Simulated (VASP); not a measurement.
# As (R-3m) in VASP: notebook, part 3 of 3

VASP 6.6.1. Earlier steps stand in the parts before.

### 6 Single point, PBEsol

Input file INCAR:

```
  PREC = Accurate
  ENCUT = 520
  EDIFF = 1E-7
  ISMEAR = -1
  SIGMA = 0.05
  LREAL = False
  LASPH = True
  NELM = 100
  ALGO = Normal
  ISIF = 2
  LWAVE = False
  LCHARG = False
  GGA = PS
  NBANDS = 12
```

Input file KPOINTS:

```
regular mesh
0
Gamma
  7 7 7
```

Input file POSCAR:

```
As
1.0
    1.8807968987      1.0858785957      3.5140619945
   -1.8807968987      1.0858785957      3.5140619945
    0.0000000000     -2.1717571915      3.5140619945
As
2
Direct
    0.2260000000      0.2260000000      0.2260000000
    0.7740000000      0.7740000000      0.7740000000
```

Potentials or basis: VASP PAW PBE potentials, release 64 (As).

Started as:

```console
$ cat potpaw_PBE.64/As/POTCAR > POTCAR
$ mpirun -np 1 vasp_std > vasp.out
```

OUTCAR:

```text
PREC = Accurate
   ENCUT = 520
   EDIFF = 1E-7
   ISMEAR = -1
   LREAL = False
   LASPH = True
   NELM = 100
   ISIF = 2
   GGA = PS

 ion  position               nearest neighbor table
   1  0.226  0.226  0.226-   2 2.51   2 2.51   2 2.51
   2  0.774  0.774  0.774-   1 2.51   1 2.51   1 2.51

  LATTYP: Found a trigonal (rhomboedric) cell.
 ALAT       =     4.1310000000
 COS(alpha) =     0.5854247172

  Lattice vectors:

 A1 = (   1.8807968987,   1.0858785957,   3.5140619945)
 A2 = (  -1.8807968987,   1.0858785957,   3.5140619945)
 A3 = (   0.0000000000,  -2.1717571915,   3.5140619945)

Analysis of symmetry for initial positions (statically):
=====================================================================
 Subroutine PRICEL returns:
 Original cell was already a primitive cell.

 Routine SETGRP: Setting up the symmetry group for a
 trigonal (rhombohedral) supercell.

 Subroutine GETGRP returns: Found 12 space group operations
 (whereof 12 operations were pure point group operations)
 out of a pool of 12 trial point group operations.

The static configuration has the point symmetry D_3d.

Analysis of symmetry for dynamics (positions and initial velocities):
=====================================================================
 Subroutine PRICEL returns:
 Original cell was already a primitive cell.

 Routine SETGRP: Setting up the symmetry group for a
 trigonal (rhombohedral) supercell.

 Subroutine GETGRP returns: Found 12 space group operations
 (whereof 12 operations were pure point group operations)
 out of a pool of 12 trial point group operations.

The dynamic configuration has the point symmetry D_3d.

 Subroutine INISYM returns: Found 12 space group operations
 (whereof 12 operations are pure point group operations),
 and found     1 'primitive' translations

----------------------------------------------------------------------------------------

                                     Primitive cell

  volume of cell :      43.0610

  direct lattice vectors                    reciprocal lattice vectors
     1.880796899  1.085878596  3.514061995     0.265844760  0.153485544  0.094856987
    -1.880796899  1.085878596  3.514061995    -0.265844760  0.153485544  0.094856987
     0.000000000 -2.171757191  3.514061995     0.000000000 -0.306971087  0.094856987

  length of vectors
     4.131000000  4.131000000  4.131000000     0.321292852  0.321292852  0.321292852

  position of ions in fractional coordinates (direct lattice)
     0.226000000  0.226000000  0.226000000
     0.774000000  0.774000000  0.774000000

  ion indices of the primitive-cell ions
   primitive index   ion index
                 1           1
                 2           2

----------------------------------------------------------------------------------------

 KPOINTS: regular mesh

Automatic generation of k-mesh.
 Grid dimensions read from file:
 generate k-points for:    7    7    7

 Generating k-lattice:

  Cartesian coordinates                     Fractional coordinates (reciprocal lattice)
     0.037977823  0.021926506  0.013550998     0.142857143  0.000000000 -0.000000000
    -0.037977823  0.021926506  0.013550998     0.000000000  0.142857143 -0.000000000
     0.000000000 -0.043853012  0.013550998    -0.000000000 -0.000000000  0.142857143

  Length of vectors
     0.045898979  0.045898979  0.045898979

  Shift w.r.t. Gamma in fractional coordinates (k-lattice)
     0.000000000  0.000000000  0.000000000

 Subroutine IBZKPT returns following result:
 ===========================================

 Found     44 irreducible k-points:

 Following reciprocal coordinates:
            Coordinates               Weight
  0.000000  0.000000  0.000000      1.000000
  0.142857  0.000000 -0.000000      6.000000
  0.285714  0.000000  0.000000      6.000000
  0.428571  0.000000 -0.000000      6.000000
  0.142857  0.142857 -0.000000      6.000000
  0.285714  0.142857 -0.000000     12.000000
[... 16 lines left out ...]
  0.285714  0.285714  0.142857      6.000000
  0.428571  0.285714  0.142857     12.000000
 [... further k-points ...]
   k-points           NKPTS =     44   k-points in BZ     NKDIM =     44   number of bands    NBANDS=     12
   number of dos      NEDOS =    301   number of ions     NIONS =      2
   total plane-waves  NPLWV =  32768
   dimension x,y,z NGX =    32 NGY =   32 NGZ =   32
   dimension x,y,z NGXF=    64 NGYF=   64 NGZF=   64
   ions per type =               2
   NGX,Y,Z   is equivalent  to a cutoff of  12.88, 12.88, 12.88 a.u.
   NGXF,Y,Z  is equivalent  to a cutoff of  25.76, 25.76, 25.76 a.u.
 SYSTEM =  unknown system
   PREC   = accura    normal or accurate (medium, high low for compatibility)
   ISTART =      0    job   : 0-new  1-cont  2-samecut
   ICHARG =      2    charge: 1-file 2-atom 10-const
   ISPIN  =      1    spin polarized calculation?
   LNONCOLLINEAR =      F non collinear calculations
   LSORBIT =      F    spin-orbit coupling
   LASPH  =      T    aspherical Exc in radial PAW
   ENCUT  =  520.0 eV  38.22 Ry    6.18 a.u.   7.68  7.68  7.68*2*pi/ulx,y,z
   NELM   =    100;   NELMIN=  2; NELMDL= -5     # of ELM steps
   EDIFF  = 0.1E-06   stopping-criterion for ELM
   LREAL  =      F    real-space projection
   EDIFFG = 0.1E-05   stopping-criterion for IOM
   NSW    =      0    number of steps for IOM
   IBRION =     -1    ionic relax: 0-MD 1-quasi-New 2-CG
   NFREE  =      0    steps in history (QN), initial steepest desc. (CG)
   ISIF   =      2    stress and relaxation
   ISYM   =      2    0-nonsym 1-usesym 2-fastsym
   POTIM  = 0.5000    time-step for ionic-motion
   TEBEG  =    0.0;   TEEND  =   0.0 temperature during run
   PSTRESS=    0.0 pullay stress
   NELECT =      10.0000    total number of electrons
   NUPDOWN=      -1.0000    fix difference up-down
   EMIN   =  10.00;   EMAX   =-10.00  energy-range for DOS
   EFERMI =   0.00;   METHOD = LEGACY
   ISMEAR =    -1;   SIGMA  =   0.05  broadening in eV -4-tet -1-fermi 0-gaus
   EFERMI_NEDOS =   21; number of points for ismear=-14 and -15
   IALGO  =     38    algorithm
   IMIX   =      4    mixing-type and parameters
     AMIX     =   0.40;   BMIX     =  1.00
     AMIX_MAG =   1.60;   BMIX_MAG =  1.00
  volume/ion in A,a.u.               =      21.53       145.29
  Fermi-wavevector in a.u.,A,eV,Ry     =   1.006268  1.901570 13.776916  1.012575
  Thomas-Fermi vector in A             =   2.138999
   LORBIT       =      0    0 simple, 1 ext, 2 COOP (PROOUT), +10 PAW based schemes
   GGA     = PS    functional components
   LHFCALC =     F    Hartree Fock is set to
   AEXX    =    0.0000 exact exchange contribution
   IVDW    =     0    specifies the selected vdW correction
   LEPSILON=     F    determine dielectric tensor
   LRPA    =     F    only Hartree local field effects (RPA)
 non-spin polarized calculation
  energy-cutoff  :      520.00
  volume of cell :       43.06
 maximum number of plane-waves:      1177
   NGX = 15   NGY = 15   NGZ = 15

 number of electron      10.0000000 magnetization

 Free energy of the ion-electron system (eV)
  ---------------------------------------------------
  ext. energy  EPLUGINS =         0.00000000
  ---------------------------------------------------
  free energy    TOTEN  =       -10.22118204 eV

  energy without entropy =      -10.21871543  energy(sigma->0) =      -10.21994873

 E-fermi :   5.3210     XC(G=0): -10.1073

 val. band max:        5.3088782583   @ k =   0.4286   0.0000  -0.0000
 cond. band min:       5.3321358630   @ k =   0.4286   0.2857   0.2857
 fundamental gap:      0.0232576048
 Fermi energy:         5.3210227230

 k-point     1 :       0.0000    0.0000    0.0000
  band No.  band energies     occupation
      1      -9.7465      2.00000
      2      -0.4516      2.00000
      3       2.8466      2.00000
      4       3.3035      2.00000
      5       3.3035      2.00000
      6       6.8982      0.00000
      7       8.2265      0.00000
      8       8.2265      0.00000
      9      12.1627      0.00000
     10      12.1627      0.00000
     11      12.6699      0.00000
     12      14.0873      0.00000
[... 331 lines left out ...]
 k-point    24 :       0.4286    0.2857    0.1429
  band No.  band energies     occupation
      1      -8.3803      2.00000
      2      -3.4773      2.00000
      3       0.5481      2.00000
      4       1.8370      2.00000
      5       4.2568      2.00000
      6       7.0686      0.00000
      7       8.3160      0.00000
      8       9.2548      0.00000
      9      11.2489      0.00000
     10      14.3125      0.00000
     11      15.5964      0.00000
     12      15.8113      0.00000

 [... further k-points ...]
[... 5 lines left out ...]
  --------------------------------------------------------------------------------------
  -------------------------------------------------------------------------------------
  Total        0.2598076      0.2598076     -0.0363544     -0.0000000      0.0000000      0.0000000
  in kB        9.6667070      9.6667070     -1.3526455     -0.0000000      0.0000000      0.0000000
  external PRESSURE =       5.9935895 kB  Pullay stress =       0.0000000 kB

 VOLUME and BASIS-vectors are now :
 -----------------------------------------------------------------------------
  energy-cutoff  :      520.00
  volume of cell :       43.06
      direct lattice vectors                 reciprocal lattice vectors
     1.880796899  1.085878596  3.514061995     0.265844760  0.153485544  0.094856987
    -1.880796899  1.085878596  3.514061995    -0.265844760  0.153485544  0.094856987
     0.000000000 -2.171757191  3.514061995     0.000000000 -0.306971087  0.094856987

 POSITION                                       TOTAL-FORCE (eV/Angst)
 -----------------------------------------------------------------------------------
      0.00000     -0.00000      2.38253         0.000000     -0.000000      0.401977
      0.00000     -0.00000      8.15965         0.000000      0.000000     -0.401977
 -----------------------------------------------------------------------------------
    total drift:                               -0.000000     -0.000000      0.000000

  FREE ENERGIE OF THE ION-ELECTRON SYSTEM (eV)
  ---------------------------------------------------
  free  energy   TOTEN  =       -10.2211820365 eV

  energy  without entropy=      -10.2187154263  energy(sigma->0) =      -10.21994873
```

OSZICAR:

```text
N       E                     dE             d eps       ncg     rms          rms(c)
DAV:   1     0.287739404089E+02    0.28774E+02   -0.42295E+03  1056   0.695E+02
DAV:   2    -0.849882280889E+01   -0.37273E+02   -0.35559E+02  1424   0.113E+02
DAV:   3    -0.102469151827E+02   -0.17481E+01   -0.17405E+01  1336   0.244E+01
DAV:   4    -0.102556995376E+02   -0.87844E-02   -0.87838E-02  1204   0.192E+00
DAV:   5    -0.102557201246E+02   -0.20587E-04   -0.20587E-04  1320   0.104E-01    0.343E+00
DAV:   6    -0.102334593502E+02    0.22261E-01   -0.60895E-03  1200   0.425E-01    0.205E+00
DAV:   7    -0.102211503392E+02    0.12309E-01   -0.13231E-02  1208   0.644E-01    0.665E-02
DAV:   8    -0.102211687737E+02   -0.18435E-04   -0.38090E-04  1228   0.119E-01    0.226E-02
DAV:   9    -0.102211824647E+02   -0.13691E-04   -0.27661E-05  1284   0.314E-02    0.117E-02
DAV:  10    -0.102211820307E+02    0.43395E-06   -0.19609E-06  1244   0.769E-03    0.303E-03
DAV:  11    -0.102211820365E+02   -0.57757E-08   -0.29495E-07  1248   0.350E-03
   1 F= -.10221182E+02 E0= -.10219949E+02  d E =-.246661E-02
```

It took 11 s on 1 thread of Intel Xeon Platinum 8488C (Sapphire Rapids), shared host; peak memory 0.17 GiB.

What came out:

```yaml
Free_energy: -10.2212 eV
Pressure: 0.6 GPa
Largest_force: 0.402 eV/Å
Band_gap_on_the_k_mesh: zero (band 5 reaches 5.33 eV, above the bottom of band 6 at 5.31 eV)
```

Forces in eV/Å, atoms in the order of the input:
```
As   0.000  0.000  0.402
As   0.000  0.000 -0.402
```

Caveat: the PAW data sets were made with another functional, which shifts forces and pressure a little.

### 7 Overview

| task | cell | k mesh | cutoff (eV) | gap on the mesh (eV) | pressure (GPa) | largest force (eV/Å) |
| --- | --- | --- | --- | --- | --- | --- |
| relaxation of cell and atoms | relaxed to 30 GPa from a = 4.131 Å, angles 54.2°, 2 atoms | 9 × 9 × 9 | 600 | none | 30.0 | 0.01 |
| single point | a = 4.086 Å, angles 52.4°, 2 atoms | 7 × 7 × 7 | 520 | none | 9.4 | 0.99 |
| single point | a = 4.108 Å, angles 53.3°, 2 atoms | 7 × 7 × 7 | 520 | none | 4.6 | 0.66 |
| single point | a = 4.120 Å, angles 53.7°, 2 atoms | 7 × 7 × 7 | 520 | none | 2.5 | 0.52 |
| single point | a = 4.131 Å, angles 54.2°, 2 atoms | 7 × 7 × 7 | 520 | none | 0.6 | 0.40 |

Alike in all rows: level PBEsol; potentials or basis VASP PAW PBE potentials, release 64 (As); no spin polarisation; smearing fermi-dirac 0.05 eV.

Caveats: the PAW data sets were made with another functional, which shifts forces and pressure a little; the cell is relaxed towards a set pressure, so the enthalpy falls and the energy may rise (some runs).

Absolute energies hang on the potentials; compare differences alone.
